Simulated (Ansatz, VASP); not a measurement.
**NaHI in VASP and in Ansatz**

```
Na H I
1.0
     4.43462    0.00000    0.00000
     0.00000    4.43462    0.00000
     0.00000    0.00000    6.25108
Na H I
2 2 2
Direct
  0.00000 0.50000 0.20971
  0.50000 0.00000 0.79029
  0.00000 0.00000 0.00000
  0.50000 0.50000 0.00000
  0.00000 0.50000 0.72404
  0.50000 0.00000 0.27596
```

Alike in both runs: functional PBEsol; dispersion D4; k mesh 4 × 4 × 3; occupations methfessel-paxton of order 1, width 0.0643 eV; no spin polarisation.

Ansatz relaxed the structure, and its values are those at the end. VASP's run is a single point on that final structure, the one shown.

```csv
,VASP,Ansatz
version,VASP 6.6.1,Ansatz 0.2.0
potentials or method,"VASP PAW PBE potentials, release 64 (Na_pv, H, I), cutoff 520 eV",PAW plane waves
valence electrons in the cell,30,54
```

Ansatz gave:

```
gap on the k mesh at the Fermi level (eV) : none
pressure (GPa)                            : 0.0
```

Question: Which values does VASP return?

Answer: gap on the k mesh at the Fermi level (eV): none; pressure (GPa): 0.1.

VASP's potentials were made for PBE, not for PBEsol. A gap of «none» marks a metal or a gap that the smearing closes. VASP's potentials hold 30 valence electrons a cell and Ansatz's 54, so a difference there can come from the potentials and not from the codes.

Neither program's run includes spin-orbit coupling.
